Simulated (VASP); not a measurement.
# Hf3N2 (R-3m) in VASP: a series of runs, part 2 of 2

VASP 6.6.1. Earlier steps stand in the parts before.

### Step 4. Single point, PBEsol

This run uses another cell than the first one, of 13.62 Å³/atom.

File INCAR:

```
SYSTEM = Hf3N2
ALGO = Normal ; EDIFF = 1E-6
ENCUT = 520 ; GGA = PS
ISIF = 2 ; ISMEAR = -1
LASPH = .TRUE. ; LCHARG = .FALSE.
LREAL = .FALSE. ; LWAVE = .FALSE.
NBANDS = 28 ; NELM = 60
PREC = Accurate ; SIGMA = 0.15
```

File KPOINTS:

```
k-points
0
G
  12 12 12
  0 0 0
```

File POSCAR:

```
Hf3N2
1.0
    1.5966126554      0.9218047464      7.7100350222
   -1.5966126554      0.9218047464      7.7100350222
    0.0000000000     -1.8436094928      7.7100350222
Hf N
3 2
Direct
    0.7787494638      0.7787494638      0.7787494638
    0.2212505362      0.2212505362      0.2212505362
    0.0000000000      0.0000000000      0.0000000000
    0.6110529490      0.6110529490      0.6110529490
    0.3889470510      0.3889470510      0.3889470510
```

Potentials or basis: VASP PAW PBE potentials, release 64 (Hf_pv, N).

Run with:

```sh
$ cat potpaw_PBE.64/Hf_pv/POTCAR potpaw_PBE.64/N/POTCAR > POTCAR
$ mpirun -np 1 vasp_std > vasp.out
```

OUTCAR:

```text
SYSTEM = Hf3N2
   EDIFF = 1E-6
   ENCUT = 520
   GGA = PS
   ISIF = 2
   ISMEAR = -1
   LASPH = .TRUE.
   LREAL = .FALSE.
   NELM = 60
   PREC = Accurate

 ion  position               nearest neighbor table
   1  0.779  0.779  0.779-   5 2.26   5 2.26   5 2.26   2 3.13   2 3.13   2 3.13   3 3.18   3 3.18
                             3 3.18
   2  0.221  0.221  0.221-   4 2.26   4 2.26   4 2.26   1 3.13   1 3.13   1 3.13   3 3.18   3 3.18
                             3 3.18
   3  0.000  0.000  0.000-   4 2.25   4 2.25   5 2.25   5 2.25   4 2.25   5 2.25   2 3.18   1 3.18
                             2 3.18   1 3.18   2 3.18   1 3.18
   4  0.611  0.611  0.611-   3 2.25   3 2.25   3 2.25   2 2.26   2 2.26   2 2.26
   5  0.389  0.389  0.389-   3 2.25   3 2.25   3 2.25   1 2.26   1 2.26   1 2.26

  LATTYP: Found a trigonal (rhomboedric) cell.
 ALAT       =     7.9273915007
 COS(alpha) =     0.9188724208

  Lattice vectors:

 A1 = (   1.5966126554,   0.9218047464,   7.7100350222)
 A2 = (  -1.5966126554,   0.9218047464,   7.7100350222)
 A3 = (   0.0000000000,  -1.8436094928,   7.7100350222)

Analysis of symmetry for initial positions (statically):
=====================================================================
 Subroutine PRICEL returns:
[... 173 lines left out ...]

  energy without entropy =      -56.74365773  energy(sigma->0) =      -56.81453765

 E-fermi :   6.6378     XC(G=0): -12.4422

 val. band max:        6.6321535303   @ k =  -0.3333   0.4167   0.3333
 cond. band min:       6.6412742179   @ k =  -0.2500   0.3333   0.2500
 fundamental gap:      0.0091206876
 Fermi energy:         6.6378057940

 k-point     1 :       0.0000    0.0000    0.0000
  band No.  band energies     occupation
      1     -24.7984      2.00000
      2     -24.2567      2.00000
      3     -24.2567      2.00000
      4     -24.0502      2.00000
      5     -23.4991      2.00000
      6     -23.4398      2.00000
[... 733 lines left out ...]
     27      11.7026      0.00000
     28      12.5504      0.00000

 [... further k-points ...]
[... 5 lines left out ...]
  --------------------------------------------------------------------------------------
  -------------------------------------------------------------------------------------
  Total       -0.6209594     -0.6209594     -0.5302979      0.0000000      0.0000000      0.0000000
  in kB      -14.6126063    -14.6126063    -12.4791322      0.0000000      0.0000000      0.0000000
  external PRESSURE =     -13.9014483 kB  Pullay stress =       0.0000000 kB

 VOLUME and BASIS-vectors are now :
 -----------------------------------------------------------------------------
  energy-cutoff  :      520.00
  volume of cell :       68.08
      direct lattice vectors                 reciprocal lattice vectors
     1.596612655  0.921804746  7.710035022     0.313162994  0.180804739  0.043233699
    -1.596612655  0.921804746  7.710035022    -0.313162994  0.180804739  0.043233699
     0.000000000 -1.843609493  7.710035022     0.000000000 -0.361609478  0.043233699

 POSITION                                       TOTAL-FORCE (eV/Angst)
 -----------------------------------------------------------------------------------
      0.00000      0.00000     18.01256         0.000000      0.000000     -0.076855
      0.00000      0.00000      5.11755         0.000000     -0.000000      0.076855
      0.00000      0.00000      0.00000        -0.000000     -0.000000     -0.000000
      0.00000      0.00000     14.13372         0.000000      0.000000      0.027968
      0.00000      0.00000      8.99639         0.000000     -0.000000     -0.027968
 -----------------------------------------------------------------------------------
    total drift:                                0.000000      0.000000     -0.000000

  FREE ENERGIE OF THE ION-ELECTRON SYSTEM (eV)
  ---------------------------------------------------
  free  energy   TOTEN  =       -56.8854175638 eV

  energy  without entropy=      -56.7436577278  energy(sigma->0) =      -56.81453765
```

It took 11 min on 1 thread of Intel Xeon 6975P-C (Granite Rapids), shared host; peak memory 0.66 GiB.

What came out:

| Quantity | Value |
| --- | --- |
| Free energy | -56.8854 eV |
| Pressure | -1.4 GPa |
| Largest force | 0.077 eV/Å |
| Band gap on the k mesh | zero (bands 20 and 21 overlap by 1.05 eV) |

Forces in eV/Å, atoms in the order of the input:
```
Hf   0.000  0.000 -0.077
Hf   0.000  0.000  0.077
Hf   0.000  0.000  0.000
N    0.000  0.000  0.028
N    0.000  0.000 -0.028
```

Levels at points of the mesh, in eV from the Fermi level:
| k point | band 16 | band 17 | band 18 | band 19 | band 20 | band 21 | band 22 | band 23 | band 24 | band 25 |
| --- | --- | --- | --- | --- | --- | --- | --- | --- | --- | --- |
| (0.00, 0.00, 0.00) | -3.70 | -3.70 | -3.04 | 0.40 | 0.50 | 0.73 | 0.73 | 1.88 | 1.88 | 2.14 |
| (0.50, 0.00, 0.00) | -4.77 | -4.00 | -2.51 | -0.96 | -0.47 | -0.40 | 2.87 | 3.35 | 4.25 | 4.54 |
| (0.50, 0.50, 0.00) | -4.73 | -4.11 | -3.05 | -0.91 | -0.25 | 0.55 | 1.92 | 3.29 | 4.14 | 4.42 |
| (0.50, 0.50, 0.50) | -3.79 | -3.79 | -1.75 | -0.89 | 0.43 | 0.43 | 1.41 | 1.59 | 2.81 | 2.81 |

Caveat: the PAW data sets were made with another functional, which shifts forces and pressure a little; spin-orbit coupling is left out, which moves the levels of the heavy elements.

### Step 5. Single point, PBEsol

This run uses another cell than the first one, of 13.62 Å³/atom.

File INCAR:

```
  ALGO = Normal
  EDIFF = 1E-6
  ENCUT = 520
  GGA = PS
  ISIF = 2
  ISMEAR = -1
  LASPH = True
  LCHARG = False
  LREAL = False
  LWAVE = False
  NBANDS = 28
  NELM = 80
  PREC = Accurate
  SIGMA = 0.15
```

File KPOINTS:

```
k-points
0
Gamma
  12 12 12
```

POSCAR is that of step 4.

Run with:

```sh
$ cat potpaw_PBE.64/Hf_pv/POTCAR potpaw_PBE.64/N/POTCAR > POTCAR
$ mpirun -np 1 vasp_std > vasp.out
```

Run time: 13 min. Hardware: 1 thread of Intel Xeon 6975P-C (Granite Rapids), shared host; peak memory 0.66 GiB.

Results (log left out):

* Free energy: -56.8854 eV
* Pressure: -1.4 GPa
* Largest force: 0.077 eV/Å
* Band gap on the k mesh: zero (bands 20 and 21 overlap by 1.05 eV)

Forces in eV/Å, atoms in the order of the input:
```
Hf   0.000  0.000 -0.077
Hf   0.000  0.000  0.077
Hf   0.000  0.000  0.000
N    0.000  0.000  0.028
N    0.000  0.000 -0.028
```

Stress tensor (GPa, compression positive):
```
-1.46  0.00  0.00
 0.00 -1.46  0.00
 0.00  0.00 -1.25
```

Levels at points of the mesh, in eV from the Fermi level:
```tsv
k point	band 18	band 19	band 20	band 21	band 22	band 23
(0.00, 0.00, 0.00)	-3.04	0.40	0.50	0.73	0.73	1.88
(0.50, 0.00, 0.00)	-2.51	-0.96	-0.47	-0.40	2.87	3.35
(0.50, 0.50, 0.00)	-3.05	-0.91	-0.25	0.55	1.92	3.29
(0.50, 0.50, 0.50)	-1.75	-0.89	0.43	0.43	1.41	1.59
```

Caveat: the PAW data sets were made with another functional, which shifts forces and pressure a little; spin-orbit coupling is left out, which moves the levels of the heavy elements.

### Step 6. The runs side by side

```tsv
cell	smearing	gap on the mesh (eV)	pressure (GPa)	largest force (eV/Å)
a = 7.902 Å, angles 23.2°, 5 atoms, atomic positions A	gaussian 0.1 eV	none	0.6	0.08
a = 7.949 Å, angles 23.2°, 5 atoms, atomic positions B	gaussian 0.1 eV	none	-3.4	0.08
a = 7.927 Å, angles 23.2°, 5 atoms, atomic positions C	fermi-dirac 0.15 eV	none	-1.4	0.08
```

Alike in all rows: task single point; level PBEsol; potentials or basis VASP PAW PBE potentials, release 64 (Hf_pv, N); no spin polarisation; k mesh 12 × 12 × 12; cutoff (eV) 520.

Caveats: the PAW data sets were made with another functional, which shifts forces and pressure a little; spin-orbit coupling is left out, which moves the levels of the heavy elements; the cell stands under tension (at least some runs).

Total energies depend on the potentials used, so only differences within one code and one set of settings carry meaning.
